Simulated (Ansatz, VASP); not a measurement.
# Y3NbO2 in VASP and in Ansatz

```
CELL_PARAMETERS angstrom
3.79499 0.00000 0.00000
0.00000 3.79499 0.00000
0.00000 0.00000 8.14279
ATOMIC_POSITIONS crystal
Y 0.50000 0.50000 0.00000
Y 0.00000 0.50000 0.34802
Y 0.50000 0.00000 0.65198
Nb 0.00000 0.00000 0.00000
O 0.00000 0.50000 0.81127
O 0.50000 0.00000 0.18873
```

Change from the starting cell: species swapped into the Zr2CuSb3 type (P-4m2, No. 115).

Alike in both runs: functional PBE; k mesh 10 × 10 × 6; occupations gaussian, width 0.1 eV; no spin polarisation.

Ansatz relaxed the structure, and its values are those at the end. VASP's run is a single point on that final structure, the one shown.

|  | VASP | Ansatz |
| --- | --- | --- |
| version | VASP 6.6.1 | Ansatz 0.2.0 |
| potentials or method | VASP PAW PBE potentials, release 64 (Y_sv, Nb_sv, O), cutoff 520 eV | scalar-relativistic, plane waves, PAW |
| valence electrons in the cell | 58 | 58 |

VASP gave:

```
gap on the k mesh at the Fermi level (eV) : none
pressure (GPa)                            : -0.1
```

Q: Which values does Ansatz return?

A: gap on the k mesh at the Fermi level (eV): none; pressure (GPa): 0.0.

A gap of «none» marks a metal or a gap that the smearing closes.
